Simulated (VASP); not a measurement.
Set up this calculation in VASP 6.6.1, as the native input.

- Task: single point
- Functional: PBE
- Potentials or basis: VASP PAW PBE potentials, release 64 (C)
- Cutoff: 520 eV
- k mesh: 8 × 6 × 6
- Occupations: gaussian, width 0.2 eV
- Spin: no spin polarisation
- Dipole correction: no
- Further INCAR settings: ALGO = Normal; EDIFF = 1e-07; NBANDS = 26

The structure of C lies in POSCAR:

```
C
1.0
   -1.2630795936     -0.9142807501      1.9866649074
   -3.7877274943      0.9150494342     -1.9870367128
    1.2623979208     -3.4415102868     -2.3863131103
C
8
Direct
    0.3437558437      1.0312495111      0.9374978961
    0.8437592710      0.5312610859      0.9375055256
    0.5937501525      0.7812442999      0.4375016439
    0.0937439078      0.2812444433      0.4374979906
    0.6562410901      0.4687466264      0.5625012279
    0.1562433855     -0.0312565405      0.5624942849
    0.4062555492      0.7187596984      0.0625058654
    0.9062508001      0.2187508754      0.0624955656
```

One way to write it, as run:

INCAR

```
SYSTEM = C
PREC = Accurate
ENCUT = 520
EDIFF = 1E-7
ISMEAR = 0
SIGMA = 0.2
LREAL = .False.
LASPH = .True.
NELM = 60
ALGO = Normal
ISIF = 2
LWAVE = .False.
LCHARG = .False.
GGA = PE
NBANDS = 26
```

KPOINTS

```
Automatic mesh
0
Gamma
  8 6 6
  0 0 0
```

Potentials or basis: VASP PAW PBE potentials, release 64 (C).

The run is started by

```sh
$ cat potpaw_PBE.64/C/POTCAR > POTCAR
$ mpirun -np 1 vasp_std > vasp.out
```

It gave:

* Pressure: 0.7 GPa
* Band gap on the k mesh: 4.14 eV

Run time: 3.7 min on 1 thread of Intel Xeon 8259CL, with other jobs on the host, peak memory 0.24 GiB.
